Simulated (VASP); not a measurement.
P: single point with PBEsol+D3(BJ)

Crystal: P.

```xyz
4
Lattice="1.6746 -4.9478 0.0000 1.6746 4.9478 0.0000 0.0000 0.0000 3.8298" Properties=species:S:1:pos:R:3 pbc="T T T"
P     1.6746    3.8477    3.6117
P     1.6746   -1.1001    2.1330
P     1.6746   -3.8477    0.2181
P     1.6746    1.1001    1.6968
```

```
Program             : VASP 6.6.1
Task                : single point
Functional          : PBEsol
Dispersion          : D3(BJ)
Potentials or basis : VASP PAW PBE potentials, release 64 (P)
Cutoff              : 520 eV
k mesh              : 16 × 16 × 12
Occupations         : gaussian, width 0.15 eV
Spin                : no spin polarisation
```

```json
{
 "Pressure": "0.0 GPa",
 "Largest force": "0.038 eV/Å",
 "Band gap on the k mesh": "zero (bands 10 and 11 overlap by 0.85 eV)",
 "Dispersion energy per atom": "-0.356 eV"
}
```

Forces on the atoms (eV/Å):
```
P    0.000  0.027 -0.027
P    0.000  0.027  0.027
P    0.000 -0.027  0.027
P    0.000 -0.027 -0.027
```

Stress tensor (GPa, compression positive):
```
 0.04  0.00  0.00
 0.00 -0.21  0.00
 0.00  0.00  0.09
```

Levels at points of the mesh, in eV from the Fermi level:
| k point | band 6 | band 7 | band 8 | band 9 | band 10 | band 11 | band 12 | band 13 | band 14 | band 15 |
| --- | --- | --- | --- | --- | --- | --- | --- | --- | --- | --- |
| (0.00, 0.00, 0.00) | -4.40 | -3.53 | -3.06 | -2.76 | -1.20 | 1.30 | 1.77 | 1.82 | 4.21 | 5.87 |
| (0.50, 0.00, 0.00) | -4.68 | -2.87 | -2.87 | -2.51 | -2.51 | 0.40 | 0.40 | 1.39 | 1.39 | 3.61 |
| (0.50, 0.50, 0.00) | -4.87 | -4.59 | -2.34 | -2.19 | -1.04 | 0.05 | 1.02 | 2.66 | 3.77 | 5.71 |
| (0.00, 0.00, 0.50) | -5.70 | -3.04 | -3.04 | -0.43 | -0.43 | 1.35 | 1.35 | 1.37 | 1.37 | 6.12 |
| (0.50, 0.00, 0.50) | -6.63 | -6.15 | -6.15 | -2.36 | -2.36 | 1.37 | 1.37 | 6.20 | 6.20 | 6.66 |
| (0.50, 0.50, 0.50) | -3.20 | -2.28 | -2.28 | -0.89 | -0.89 | 1.02 | 1.02 | 2.17 | 2.17 | 3.18 |

It took 4.5 min on 1 thread of AMD EPYC 9R45 96-Core Processor (Zen 5) (shared host), peak memory 0.48 GiB.

Caveat: the PAW data sets were made with another functional, which shifts forces and pressure a little.
